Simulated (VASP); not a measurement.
Input of a VASP 6.6.1 run:

INCAR

```
SYSTEM = Ti4Al12O
ALGO = Normal
EDIFF = 1E-7
EDIFFG = -0.02
ENCUT = 520
GGA = PE
IBRION = 2
ISIF = 2
ISMEAR = 1
LASPH = .TRUE.
LCHARG = .FALSE.
LREAL = Auto
LWAVE = .FALSE.
NELM = 80
NSW = 90
PREC = Accurate
SIGMA = 0.1
```

File KPOINTS:

```
k-points
0
G
  3 3 2
  0 0 0
```

File POSCAR:

```
Ti4Al12O
1.0
    3.8447514400      3.8447514400      0.0000000000
   -3.8447514400      3.8447514400      0.0000000000
    0.0000000000      0.0000000000      8.6237151300
Ti Al O
4 12 1
Direct
    0.0000000000      0.0000000000      0.0000000000
    0.0000000000      0.5000000000      0.5000000000
    0.5000000000      0.0000000000      0.5000000000
    0.5000000000      0.5000000000      0.0000000000
    0.0000000000      0.0000000000      0.5000000000
    0.0000000000      0.5000000000      0.0000000000
    0.5000000000      0.0000000000      0.0000000000
    0.5000000000      0.5000000000      0.5000000000
    0.2500000000      0.2500000000      0.2500000000
    0.2500000000      0.7500000000      0.7500000000
    0.7500000000      0.2500000000      0.7500000000
    0.7500000000      0.7500000000      0.2500000000
    0.2500000000      0.2500000000      0.7500000000
    0.2500000000      0.7500000000      0.2500000000
    0.7500000000      0.2500000000      0.2500000000
    0.7500000000      0.7500000000      0.7500000000
    0.2500000000      0.2500000000      0.0253410000
```

Potentials or basis: VASP PAW PBE potentials, release 64 (Ti_sv, Al, O).

Launch:

```console
$ cat potpaw_PBE.64/Ti_sv/POTCAR potpaw_PBE.64/Al/POTCAR potpaw_PBE.64/O/POTCAR > POTCAR
$ mpirun -np 1 vasp_std > vasp.out
```

Q: What does it give for the energy gained by relaxing?

A: 47.3 meV/atom.

Q: Predict the band gap on the k mesh.

A: Zero (bands 45 and 46 overlap by 0.09 eV).

Final structure:
```cif
data_structure
_symmetry_space_group_name_H-M 'P 1'
_symmetry_Int_Tables_number 1
_cell_length_a 5.4373
_cell_length_b 5.4373
_cell_length_c 8.6237
_cell_angle_alpha 90.000
_cell_angle_beta 90.000
_cell_angle_gamma 90.000
_cell_volume 254.95
loop_
_atom_site_label
_atom_site_type_symbol
_atom_site_fract_x
_atom_site_fract_y
_atom_site_fract_z
_atom_site_occupancy
Ti1 Ti 0.97729 0.97729 0.99984 1
Ti2 Ti 0.00279 0.49721 0.49752 1
Ti3 Ti 0.49721 0.00279 0.49752 1
Ti4 Ti 0.52271 0.52271 0.99984 1
Al1 Al 0.99417 0.99417 0.49866 1
Al2 Al 0.01187 0.48813 0.97850 1
Al3 Al 0.48813 0.01187 0.97850 1
Al4 Al 0.50583 0.50583 0.49866 1
Al5 Al 0.25000 0.25000 0.27933 1
Al6 Al 0.25000 0.75000 0.74642 1
Al7 Al 0.75000 0.25000 0.74642 1
Al8 Al 0.75000 0.75000 0.25057 1
Al9 Al 0.25000 0.25000 0.73182 1
Al10 Al 0.25000 0.75000 0.25765 1
Al11 Al 0.75000 0.25000 0.25765 1
Al12 Al 0.75000 0.75000 0.74226 1
O1 O 0.25000 0.25000 0.06417 1
```

Caveat: the k points lie up to 0.39 Å⁻¹ apart.
